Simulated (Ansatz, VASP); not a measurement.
**TiO2: VASP beside Ansatz**

```
Ti O
1.0
    -1.89250    1.89250    4.89971
     1.89250   -1.89250    4.89971
     1.89250    1.89250   -4.89971
Ti O
2 4
Direct
  0.00000 0.00000 0.00000
  0.75000 0.25000 0.50000
  0.20660 0.20660 0.00000
  0.95660 0.45660 0.50000
  0.54340 0.04340 0.50000
  0.79340 0.79340 0.00000
```

Change from the starting cell: zz strain of +3 %, crystal datasets.

Alike in both runs: task electric field gradients; functional LDA; k mesh 13 × 13 × 13; occupations fermi-dirac, width 0.08 eV; no spin polarisation.

|  | VASP | Ansatz |
| --- | --- | --- |
| version | VASP 6.6.1 | Ansatz 0.2.0 |
| potentials or method | VASP PAW LDA potentials, release 64 (Ti_sv, O), cutoff 520 eV | all-electron PAW with datasets made for the crystal, scalar-relativistic |

```tsv
	VASP	Ansatz	Ansatz less VASP
pressure (GPa)	-10.9	-11.8	-0.88
traceless stress, the component that is largest in VASP (GPa)	-2.18	-2.14	+0.042
rms of the force components (eV/Å)	0.165	0.173	+0.0085
size of Vzz on the site where it differs most (V/Å²)	14.0	15.2	+1.19
```

LDA's correlation is that of Perdew and Zunger in VASP and of Perdew and Wang (1992) in Ansatz. Atom by atom the forces differ by 0.008 eV/Å (rms over components). Ansatz ran all-electron here, and VASP with PAW potentials.
